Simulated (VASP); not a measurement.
A run of VASP 6.6.1:

Contents of INCAR:

```
PREC = Accurate
ENCUT = 500
EDIFF = 1E-6
ISMEAR = 0
SIGMA = 0.1
LREAL = F
LASPH = T
NELM = 120
ALGO = Normal
ISIF = 2
LWAVE = F
LCHARG = T
GGA = PE
LELF = T
LVHAR = T
NBANDS = 22
GGA_COMPAT = F
```

File KPOINTS:

```
Automatic mesh
0
Gamma
  6 4 4
```

Contents of POSCAR:

```
BaTaH4
1.0
    3.2665837700      0.0000000000      0.0000000000
    0.0000000000      3.8345581300      0.0000000000
    0.0000000000      0.0000000000      6.0615177300
Ba Ta H
1 1 4
Direct
    0.0000000000      0.0000000000      0.9603037500
    0.5000000000      0.0000000000      0.5509221400
    0.0000000000      0.5000000000      0.6811224100
    0.5000000000      0.5000000000      0.1196295800
    0.5000000000      0.5000000000      0.7953194000
    0.0000000000      0.5000000000      0.3927027200
```

Potentials or basis: VASP PAW PBE potentials, release 64 (Ba_sv, Ta_sv_GW, H).

Run with:

```console
$ cat potpaw_PBE.64/Ba_sv/POTCAR potpaw_PBE.64/Ta_sv_GW/POTCAR potpaw_PBE.64/H/POTCAR > POTCAR
$ mpirun -np 1 vasp_std > vasp.out
```

Hardware: 1 thread of Intel(R) Xeon(R) Platinum 8124M CPU @ 3.00GHz (Skylake/Cascade Lake), with other jobs on the host.

Q: How long does it take, and how much memory?

A: It took 43 s on 1 thread of Intel(R) Xeon(R) Platinum 8124M CPU @ 3.00GHz (Skylake/Cascade Lake) (shared host), peak memory 0.23 GiB. Counts: scf iterations 14, k points 36.
